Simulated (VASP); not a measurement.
Input of a VASP 6.6.1 run:

The input INCAR:

```
  ALGO = Normal
  EDIFF = 1E-7
  ENCUT = 520
  GGA = PS
  ISIF = 2
  ISMEAR = -1
  LASPH = True
  LCHARG = False
  LREAL = False
  LWAVE = False
  NBANDS = 10
  NELM = 100
  PREC = Accurate
  SIGMA = 0.02
```

The input KPOINTS:

```
k-points
0
Gamma
  8 8 8
```

Contents of POSCAR:

```
Na
1.0
    3.6150870757     -0.0000000200     -0.0000000347
   -1.2050290063      3.4083367877     -0.0000000347
   -1.2050290063     -1.7041683438      2.9517062717
Na
1
Direct
    0.0000000000      0.0000000000      0.0000000000
```

Potentials or basis: VASP PAW PBE potentials, release 64 (Na_pv).

The run is started by

```sh
$ cat potpaw_PBE.64/Na_pv/POTCAR > POTCAR
$ mpirun -np 1 vasp_std > vasp.out
```

(1) Estimate the pressure.

## Answers

(1) 0.0 GPa.

Caveat: the PAW data sets were made with another functional, which shifts forces and pressure a little.
